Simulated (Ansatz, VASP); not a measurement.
**Two plane-wave programs on SiO2**

File INCAR:

```
PREC = Accurate
ENCUT = 520
EDIFF = 1E-7
ISMEAR = 0
SIGMA = 0.01
LREAL = False
LASPH = True
NELM = 100
ALGO = Normal
ISIF = 2
LWAVE = False
LCHARG = True
GGA = PE
LELF = True
LVHAR = True
NBANDS = 44
```

File KPOINTS:

```
regular mesh
0
Gamma
  4 4 4
```

Contents of POSCAR:

```
SiO2
1.0
    5.1834058190      0.0000000000      0.0000000000
    0.0000000000      5.1834058190      0.0000000000
    0.0000000000      0.0000000000      7.2401446547
Si O
4 8
Direct
    0.2938575670      0.2938575670      0.0000000000
    0.2061424330      0.7938575670      0.2500000000
    0.7061424330      0.7061424330      0.5000000000
    0.7938575670      0.2061424330      0.7500000000
    0.2411800963      0.0934526078      0.1742257711
    0.4065473922      0.7411800963      0.4242257711
    0.7588199037      0.9065473922      0.6742257711
    0.5934526078      0.2588199037      0.9242257711
    0.7411800963      0.4065473922      0.5757742289
    0.9065473922      0.7588199037      0.3257742289
    0.2588199037      0.5934526078      0.0757742289
    0.0934526078      0.2411800963      0.8257742289
```

Input for Ansatz:

```yaml
crystal:
  lattice:
    - [5.183405819, 0.0, 0.0]
    - [0.0, 5.183405819, 0.0]
    - [0.0, 0.0, 7.2401446547]
  atoms:
    - { symbol: Si, position: [0.293857567, 0.293857567, 0.0] }
    - { symbol: Si, position: [0.206142433, 0.793857567, 0.25] }
    - { symbol: Si, position: [0.706142433, 0.706142433, 0.5] }
    - { symbol: Si, position: [0.793857567, 0.206142433, 0.75] }
    - { symbol: O, position: [0.2411800963, 0.0934526078, 0.1742257711] }
    - { symbol: O, position: [0.4065473922, 0.7411800963, 0.4242257711] }
    - { symbol: O, position: [0.7588199037, 0.9065473922, 0.6742257711] }
    - { symbol: O, position: [0.5934526078, 0.2588199037, 0.9242257711] }
    - { symbol: O, position: [0.7411800963, 0.4065473922, 0.5757742289] }
    - { symbol: O, position: [0.9065473922, 0.7588199037, 0.3257742289] }
    - { symbol: O, position: [0.2588199037, 0.5934526078, 0.0757742289] }
    - { symbol: O, position: [0.0934526078, 0.2411800963, 0.8257742289] }
kpoints:
  mp_grid: { grid: [4, 4, 4] }
hamiltonian:
  xc: pbe
scf:
  occupations: { method: fixed }
  n_extra_bands: 7
output:
  forces: true
  stress: true
  eigenvalues: true
```

Alike in both runs: task single point; functional PBE; k mesh 4 × 4 × 4; no spin polarisation.

|  | VASP | Ansatz |
| --- | --- | --- |
| version | VASP 6.6.1 | Ansatz 0.2.0 |
| potentials or method | VASP PAW PBE potentials, release 64 (Si, O) | plane waves, PAW |
| plane-wave cutoff (eV) | 520 | 420 |
| occupations | gaussian, width 0.01 eV | fixed |
| valence electrons in the cell | 64 | 64 |

```csv
,VASP,Ansatz,Ansatz less VASP
gap on the k mesh at the Fermi level (eV),5.12,5.12,+0.003
pressure (GPa),-8.1,-8.1,-0.03
rms of the force components (eV/Å),0.230,0.227,-0.0034
```

Atom by atom the forces differ by 0.008 eV/Å (rms over components).
